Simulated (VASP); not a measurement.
Set up this calculation in VASP 6.6.1, as the native input.

```yaml
Task: single point
Functional: LDA
Potentials_or_basis: VASP PAW LDA potentials, release 64 (Cd, Te)
Cutoff: 520 eV
k_mesh: 6 × 6 × 6
Occupations: gaussian, width 0.01 eV
Spin: no spin polarisation
Dipole_correction: no
Further_INCAR_settings: ALGO = Normal; EDIFF = 1e-06; NBANDS = 16
```

The structure of CdTe lies in POSCAR:

```
CdTe
1.0
    3.0475166284      3.0475166284      0.0000000000
   -3.0475166284      3.0475166284      0.0000000000
    0.0000000000      3.0475166284      3.0475166284
Cd Te
1 1
Direct
    0.0000000000      0.0000000000      0.0000000000
    0.7500000000      0.2500000000      0.5000000000
```

These files were run (other wordings do the same):

INCAR

```
SYSTEM = CdTe
PREC     = Accurate       ! precision mode
ENCUT    = 520            ! plane-wave cutoff, eV
EDIFF    = 1E-6           ! SCF threshold, eV
ISMEAR   = 0              ! smearing method
SIGMA    = 0.01           ! smearing width, eV
LREAL    = .FALSE.        ! projectors in reciprocal space
LASPH    = .TRUE.         ! aspherical terms in the spheres
NELM     = 80             ! most SCF steps
ALGO     = Normal         ! electronic algorithm
ISIF     = 2              ! what is computed and relaxed
LWAVE    = .FALSE.        ! write WAVECAR
LCHARG   = .FALSE.        ! write CHGCAR
GGA      = CA             ! functional
NBANDS   = 16             ! bands
```

KPOINTS

```
Automatic mesh
0
G
  6 6 6
  0 0 0
```

Potentials or basis: VASP PAW LDA potentials, release 64 (Cd, Te).

Command:

```console
$ cat potpaw_LDA.64/Cd/POTCAR potpaw_LDA.64/Te/POTCAR > POTCAR
$ mpirun -np 1 vasp_std > vasp.out
```

It gave:

```
Pressure               : 10.5 GPa
Band gap on the k mesh : 1.13 eV, direct
```

Caveat: spin-orbit coupling is left out, which moves the levels of the heavy elements.

Run time: 26 s on 1 thread of AMD EPYC 7R13, on a shared host, peak memory 0.13 GiB.
